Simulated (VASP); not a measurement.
# CsSnI3 (Pm-3m) in VASP: notebook

CsSnI3 is run at these levels: PBEsol+D4; tasks: single point.

Everything below comes from runs of VASP 6.6.1. Logs are shortened: lines on timing, memory, paths and dates and some standing lists are left out, and cuts for length are marked.

**1. The cell of the first run**

It takes space group Pm-3m (No. 221, cubic). Conventional cell: a = 6.079 Å, b = 6.079 Å, c = 6.079 Å, α = 90.00°, β = 90.00°, γ = 90.00°. Cs (site symmetry m-3m) has 12 I at 4.30 Å and 8 Sn at 5.26 Å within 5.6 Å. Within 4.0 Å of I (site symmetry 4/mmm) lie 2 Sn at 3.04 Å. Within 4.0 Å of Sn (site symmetry m-3m) lie 6 I at 3.04 Å.

**2. Single point, PBEsol+D4**

File INCAR:

```
  PREC = Accurate
  ENCUT = 520
  EDIFF = 1E-7
  ISMEAR = -1
  SIGMA = 0.05
  LREAL = F
  LASPH = T
  NELM = 100
  ALGO = Normal
  ISIF = 2
  LWAVE = F
  LCHARG = F
  GGA = PS
  IVDW = 13
  NBANDS = 30
```

File KPOINTS:

```
regular mesh
0
Gamma
  5 5 5
```

File POSCAR:

```
CsSnI3
1.0
    6.0790175149      0.0000000000      0.0000000000
    0.0000000000      6.0790175149      0.0000000000
    0.0000000000      0.0000000000      6.0790175149
Cs I Sn
1 3 1
Direct
    0.0000000000      0.0000000000      0.0000000000
    0.5000000000      0.5000000000      0.0000000000
    0.5000000000      0.0000000000      0.5000000000
    0.0000000000      0.5000000000      0.5000000000
    0.5000000000      0.5000000000      0.5000000000
```

Potentials or basis: VASP PAW PBE potentials, release 64 (Cs_sv, I, Sn_d).

The run is started by

```sh
cat potpaw_PBE.64/Cs_sv/POTCAR potpaw_PBE.64/I/POTCAR potpaw_PBE.64/Sn_d/POTCAR > POTCAR
mpirun -np 1 vasp_std > vasp.out
```

OUTCAR:

```text
PREC = Accurate
   ENCUT = 520
   EDIFF = 1E-7
   ISMEAR = -1
   LREAL = F
   LASPH = T
   NELM = 100
   ISIF = 2
   GGA = PS
   IVDW = 13

 ion  position               nearest neighbor table
   1  0.000  0.000  0.000-
   2  0.500  0.500  0.000-   5 3.04   5 3.04
   3  0.500  0.000  0.500-   5 3.04   5 3.04
   4  0.000  0.500  0.500-   5 3.04   5 3.04
   5  0.500  0.500  0.500-   2 3.04   3 3.04   4 3.04   2 3.04   3 3.04   4 3.04

  LATTYP: Found a simple cubic cell.
 ALAT       =     6.0790175149

  Lattice vectors:

 A1 = (   6.0790175149,   0.0000000000,   0.0000000000)
 A2 = (   0.0000000000,   6.0790175149,   0.0000000000)
 A3 = (   0.0000000000,   0.0000000000,   6.0790175149)

Analysis of symmetry for initial positions (statically):
=====================================================================
 Subroutine PRICEL returns:
 Original cell was already a primitive cell.

 Routine SETGRP: Setting up the symmetry group for a
 simple cubic supercell.

 Subroutine GETGRP returns: Found 48 space group operations
 (whereof 48 operations were pure point group operations)
 out of a pool of 48 trial point group operations.

The static configuration has the point symmetry O_h .

Analysis of symmetry for dynamics (positions and initial velocities):
=====================================================================
 Subroutine PRICEL returns:
 Original cell was already a primitive cell.

 Routine SETGRP: Setting up the symmetry group for a
 simple cubic supercell.

 Subroutine GETGRP returns: Found 48 space group operations
 (whereof 48 operations were pure point group operations)
 out of a pool of 48 trial point group operations.

The dynamic configuration has the point symmetry O_h .

 Subroutine INISYM returns: Found 48 space group operations
 (whereof 48 operations are pure point group operations),
 and found     1 'primitive' translations

----------------------------------------------------------------------------------------

                                     Primitive cell

  volume of cell :     224.6468

  direct lattice vectors                    reciprocal lattice vectors
     6.079017515  0.000000000  0.000000000     0.164500266  0.000000000  0.000000000
     0.000000000  6.079017515  0.000000000     0.000000000  0.164500266  0.000000000
     0.000000000  0.000000000  6.079017515     0.000000000  0.000000000  0.164500266

  length of vectors
     6.079017515  6.079017515  6.079017515     0.164500266  0.164500266  0.164500266

  position of ions in fractional coordinates (direct lattice)
     0.000000000  0.000000000  0.000000000
     0.500000000  0.500000000  0.000000000
     0.500000000  0.000000000  0.500000000
     0.000000000  0.500000000  0.500000000
     0.500000000  0.500000000  0.500000000

  ion indices of the primitive-cell ions
   primitive index   ion index
                 1           1
                 2           2
                 3           3
                 4           4
                 5           5

----------------------------------------------------------------------------------------

 KPOINTS: regular mesh

Automatic generation of k-mesh.
 Grid dimensions read from file:
 generate k-points for:    5    5    5

 Generating k-lattice:

  Cartesian coordinates                     Fractional coordinates (reciprocal lattice)
     0.032900053  0.000000000  0.000000000     0.200000000  0.000000000  0.000000000
     0.000000000  0.032900053  0.000000000     0.000000000  0.200000000  0.000000000
     0.000000000  0.000000000  0.032900053     0.000000000  0.000000000  0.200000000

  Length of vectors
     0.032900053  0.032900053  0.032900053

  Shift w.r.t. Gamma in fractional coordinates (k-lattice)
     0.000000000  0.000000000  0.000000000

 Subroutine IBZKPT returns following result:
 ===========================================

 Found     10 irreducible k-points:

 Following reciprocal coordinates:
            Coordinates               Weight
  0.000000  0.000000  0.000000      1.000000
  0.200000  0.000000  0.000000      6.000000
  0.400000  0.000000  0.000000      6.000000
  0.200000  0.200000  0.000000     12.000000
  0.400000  0.200000  0.000000     24.000000
  0.400000  0.400000  0.000000     12.000000
  0.200000  0.200000  0.200000      8.000000
  0.400000  0.200000  0.200000     24.000000
  0.400000  0.400000  0.200000     24.000000
  0.400000  0.400000  0.400000      8.000000
   k-points           NKPTS =     10   k-points in BZ     NKDIM =     10   number of bands    NBANDS=     30
   number of dos      NEDOS =    301   number of ions     NIONS =      5
   total plane-waves  NPLWV = 110592
   dimension x,y,z NGX =    48 NGY =   48 NGZ =   48
   dimension x,y,z NGXF=    96 NGYF=   96 NGZF=   96
   ions per type =               1   3   1
   NGX,Y,Z   is equivalent  to a cutoff of  13.13, 13.13, 13.13 a.u.
   NGXF,Y,Z  is equivalent  to a cutoff of  26.25, 26.25, 26.25 a.u.
 SYSTEM =  unknown system
   PREC   = accura    normal or accurate (medium, high low for compatibility)
   ISTART =      0    job   : 0-new  1-cont  2-samecut
   ICHARG =      2    charge: 1-file 2-atom 10-const
   ISPIN  =      1    spin polarized calculation?
   LNONCOLLINEAR =      F non collinear calculations
   LSORBIT =      F    spin-orbit coupling
   LASPH  =      T    aspherical Exc in radial PAW
   ENCUT  =  520.0 eV  38.22 Ry    6.18 a.u.  11.30 11.30 11.30*2*pi/ulx,y,z
   NELM   =    100;   NELMIN=  2; NELMDL= -5     # of ELM steps
   EDIFF  = 0.1E-06   stopping-criterion for ELM
   LREAL  =      F    real-space projection
   EDIFFG = 0.1E-05   stopping-criterion for IOM
   NSW    =      0    number of steps for IOM
   IBRION =     -1    ionic relax: 0-MD 1-quasi-New 2-CG
   NFREE  =      0    steps in history (QN), initial steepest desc. (CG)
   ISIF   =      2    stress and relaxation
   ISYM   =      2    0-nonsym 1-usesym 2-fastsym
   POTIM  = 0.5000    time-step for ionic-motion
   TEBEG  =    0.0;   TEEND  =   0.0 temperature during run
   PSTRESS=    0.0 pullay stress
   NELECT =      44.0000    total number of electrons
   NUPDOWN=      -1.0000    fix difference up-down
   EMIN   =  10.00;   EMAX   =-10.00  energy-range for DOS
   EFERMI =   0.00;   METHOD = LEGACY
   ISMEAR =    -1;   SIGMA  =   0.05  broadening in eV -4-tet -1-fermi 0-gaus
   EFERMI_NEDOS =   21; number of points for ismear=-14 and -15
   IALGO  =     38    algorithm
   IMIX   =      4    mixing-type and parameters
     AMIX     =   0.40;   BMIX     =  1.00
     AMIX_MAG =   1.60;   BMIX_MAG =  1.00
  volume/ion in A,a.u.               =      44.93       303.20
  Fermi-wavevector in a.u.,A,eV,Ry     =   0.950734  1.796627 12.298238  0.903895
  Thomas-Fermi vector in A             =   2.079138
   LORBIT       =      0    0 simple, 1 ext, 2 COOP (PROOUT), +10 PAW based schemes
   GGA     = PS    functional components
   LHFCALC =     F    Hartree Fock is set to
   AEXX    =    0.0000 exact exchange contribution
   IVDW    =    13    specifies the selected vdW correction
   LEPSILON=     F    determine dielectric tensor
   LRPA    =     F    only Hartree local field effects (RPA)
 non-spin polarized calculation
  energy-cutoff  :      520.00
  volume of cell :      224.65
 maximum number of plane-waves:      6060
 NGX is ok and might be reduce to    48
   NGX = 23   NGY = 23   NGZ = 23

 number of electron      44.0000021 magnetization

 Free energy of the ion-electron system (eV)
  ---------------------------------------------------
  ext. energy  EPLUGINS =         0.00000000
  ---------------------------------------------------
  free energy    TOTEN  =       -15.12167542 eV

  energy without entropy =      -15.12167540  energy(sigma->0) =      -15.12167541

 E-fermi :   3.2835     XC(G=0):  -7.9545

 val. band max:        2.4672984848   @ k =   0.4000   0.4000   0.4000
 cond. band min:       4.1346076565   @ k =   0.4000   0.4000   0.4000
 fundamental gap:      1.6673091717
 Fermi energy:         3.2835450596

 k-point     1 :       0.0000    0.0000    0.0000
  band No.  band energies     occupation
      1     -18.9870      2.00000
      2     -18.6380      2.00000
      3     -18.6380      2.00000
      4     -18.6063      2.00000
      5     -18.6063      2.00000
      6     -18.6063      2.00000
[... 22 lines left out ...]
     29       8.3402      0.00000
     30       8.3402      0.00000

 k-point     2 :       0.2000    0.0000    0.0000
  band No.  band energies     occupation
      1     -18.9868      2.00000
      2     -18.6380      2.00000
      3     -18.6372      2.00000
      4     -18.6064      2.00000
      5     -18.6064      2.00000
      6     -18.6063      2.00000
[... 22 lines left out ...]
     29       6.9211      0.00000
     30       8.1966      0.00000

 k-point     3 :       0.4000    0.0000    0.0000
  band No.  band energies     occupation
      1     -18.9864      2.00000
      2     -18.6380      2.00000
      3     -18.6358      2.00000
      4     -18.6065      2.00000
      5     -18.6065      2.00000
      6     -18.6063      2.00000
[... 22 lines left out ...]
     29       7.7422      0.00000
     30       7.7422      0.00000

 k-point     4 :       0.2000    0.2000    0.0000
  band No.  band energies     occupation
      1     -18.9866      2.00000
      2     -18.6376      2.00000
      3     -18.6367      2.00000
      4     -18.6065      2.00000
      5     -18.6064      2.00000
      6     -18.6064      2.00000
[... 154 lines left out ...]
     29       7.8846      0.00000
     30       8.2199      0.00000

 k-point     9 :       0.4000    0.4000    0.2000
  band No.  band energies     occupation
      1     -18.9857      2.00000
      2     -18.6361      2.00000
      3     -18.6347      2.00000
      4     -18.6067      2.00000
      5     -18.6066      2.00000
      6     -18.6066      2.00000
[... 22 lines left out ...]
     29       7.6848      0.00000
     30       8.1208      0.00000

 k-point    10 :       0.4000    0.4000    0.4000
  band No.  band energies     occupation
      1     -18.9854      2.00000
      2     -18.6347      2.00000
      3     -18.6347      2.00000
      4     -18.6067      2.00000
      5     -18.6067      2.00000
      6     -18.6067      2.00000
[... 22 lines left out ...]
     29       7.3057      0.00000
     30       8.3696      0.00000

------------------------ aborting loop because EDIFF is reached ----------------------------------------

  DFT-D4 for vdW energy calculation

  Edisp (eV):   -0.74825

  FORCE on cell =-STRESS in cart. coord.  units (eV):
  Direction    XX          YY          ZZ          XY          YZ          ZX
  --------------------------------------------------------------------------------------
  -------------------------------------------------------------------------------------
  Total      -0.20050    -0.20050    -0.20050    -0.00000     0.00000    -0.00000
  in kB      -1.42993    -1.42993    -1.42993    -0.00000     0.00000    -0.00000
  external pressure =       -1.43 kB  Pullay stress =        0.00 kB

 VOLUME and BASIS-vectors are now :
 -----------------------------------------------------------------------------
  energy-cutoff  :      520.00
  volume of cell :      224.65
      direct lattice vectors                 reciprocal lattice vectors
     6.079017515  0.000000000  0.000000000     0.164500266  0.000000000  0.000000000
     0.000000000  6.079017515  0.000000000     0.000000000  0.164500266  0.000000000
     0.000000000  0.000000000  6.079017515     0.000000000  0.000000000  0.164500266

 POSITION                                       TOTAL-FORCE (eV/Angst)
 -----------------------------------------------------------------------------------
      0.00000      0.00000      0.00000         0.000000      0.000000      0.000000
      3.03951      3.03951      0.00000         0.000000      0.000000      0.000000
      3.03951      0.00000      3.03951         0.000000      0.000000      0.000000
      0.00000      3.03951      3.03951         0.000000      0.000000      0.000000
      3.03951      3.03951      3.03951         0.000000      0.000000      0.000000
 -----------------------------------------------------------------------------------
    total drift:                                0.000000     -0.000000     -0.000000

  FREE ENERGIE OF THE ION-ELECTRON SYSTEM (eV)
  ---------------------------------------------------
  free  energy   TOTEN  =       -15.8699261131 eV

  energy  without entropy=      -15.8699260944  energy(sigma->0) =      -15.86992610
```

Wall time 2.5 min (1 thread of Intel Xeon 8259CL, shared host); peak memory 0.35 GiB.

Results:

```
Free energy                : -15.8699 eV
Pressure                   : -0.1 GPa
Band gap on the k mesh     : 1.67 eV
Dispersion energy per atom : -0.150 eV
```

Caveat: the PAW data sets were made with another functional, which shifts forces and pressure a little; spin-orbit coupling is left out, which moves the levels of the heavy elements; an odd mesh through Γ misses points on the zone boundary, where band edges can lie. PBEsol gaps usually lie below the measured ones, often by a third to a half.

**3. Single point, PBEsol+D4**

This run uses another cell than the first one, of 45.89 Å³/atom.

File INCAR:

```
PREC     = Accurate       # precision mode
ENCUT    = 520            # plane-wave cutoff, eV
EDIFF    = 1E-6           # SCF threshold, eV
ISMEAR   = -1             # smearing method
SIGMA    = 0.05           # smearing width, eV
LREAL    = False          # projectors in reciprocal space
LASPH    = True           # aspherical terms in the spheres
NELM     = 100            # most SCF steps
ALGO     = Normal         # electronic algorithm
ISIF     = 2              # what is computed and relaxed
LWAVE    = False          # write WAVECAR
LCHARG   = False          # write CHGCAR
GGA      = PS             # functional
IVDW     = 13             # dispersion correction
NBANDS   = 30             # bands
```

File KPOINTS:

```
Automatic mesh
0
Gamma
  5 5 5
```

POSCAR, as its differences from that of step 2:

```diff
@@ -2,5 +2,5 @@
 1.0
-    6.0790175149      0.0000000000      0.0000000000
-    0.0000000000      6.0790175149      0.0000000000
-    0.0000000000      0.0000000000      6.0790175149
+    6.1218289079      0.0000000000      0.0000000000
+    0.0000000000      6.1218289079      0.0000000000
+    0.0000000000      0.0000000000      6.1218289079
 Cs I Sn
```

Potentials or basis: VASP PAW PBE potentials, release 64 (Cs_sv, I, Sn_d).

The run is started by

```sh
cat potpaw_PBE.64/Cs_sv/POTCAR potpaw_PBE.64/I/POTCAR potpaw_PBE.64/Sn_d/POTCAR > POTCAR
mpirun -np 1 vasp_std > vasp.out
```

Run time: 2.1 min. Hardware: 1 thread of Intel Xeon 8259CL, shared host; peak memory 0.35 GiB.

Results (log left out):

```
Free energy                : -15.8981 eV
Pressure                   : -0.5 GPa
Band gap on the k mesh     : 1.69 eV
Dispersion energy per atom : -0.154 eV
```

Levels at points of the mesh, in eV from the valence-band top:
| k point | band 18 | band 19 | band 20 | band 21 | band 22 | band 23 | band 24 | band 25 | band 26 | band 27 |
| --- | --- | --- | --- | --- | --- | --- | --- | --- | --- | --- |
| (0.00, 0.00, 0.00) | -1.58 | -1.58 | -1.40 | -1.40 | -1.40 | 2.89 | 3.78 | 3.78 | 4.11 | 4.11 |

Caveat: the PAW data sets were made with another functional, which shifts forces and pressure a little; spin-orbit coupling is left out, which moves the levels of the heavy elements; an odd mesh through Γ misses points on the zone boundary, where band edges can lie.
